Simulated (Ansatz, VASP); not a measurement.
One calculation of Ta6Mo, two programs

```
Ta Mo
1.0
     2.31929    1.33904    6.62844
    -2.31929    1.33904    6.62844
     0.00000   -2.67808    6.62844
Ta Mo
6 1
Cartesian
  0.0000 0.0000 17.0446
  0.0000 0.0000 11.3631
  0.0000 0.0000 2.8407
  0.0000 0.0000 8.5222
  0.0000 0.0000 14.2038
  0.0000 0.0000 5.6815
  0.0000 0.0000 0.0000
```

Alike in both runs: task relaxation of cell and atoms; functional PBE; k mesh 4 × 4 × 4; occupations gaussian, width 0.2 eV; no spin polarisation.

|  | VASP | Ansatz |
| --- | --- | --- |
| version | VASP 6.6.1 | Ansatz 0.2.0 |
| potentials or method | VASP PAW PBE potentials, release 64 (Ta_pv, Mo_sv), cutoff 600 eV | scalar-relativistic, plane waves, PAW |
| valence electrons in the cell | 80 | 92 |

Ansatz gave:

| Quantity | Value |
| --- | --- |
| gap on the k mesh at the Fermi level, each at its own relaxed structure (eV) | none |
| relaxed volume (Å³/atom) | 17.90 |
| relaxed cell length with the largest relative difference (Å) | 7.211 |

Question: Estimate VASP's values.

Answer: gap on the k mesh at the Fermi level, each at its own relaxed structure (eV): none; relaxed volume (Å³/atom): 17.90; relaxed cell length with the largest relative difference (Å): 7.224.

A gap of «none» marks a metal or a gap that the smearing closes. VASP's potentials hold 80 valence electrons a cell and Ansatz's 92, so a difference there can come from the potentials and not from the codes.

The k mesh is coarse, so the values compare programs but aren't converged. Spin-orbit coupling is off throughout.
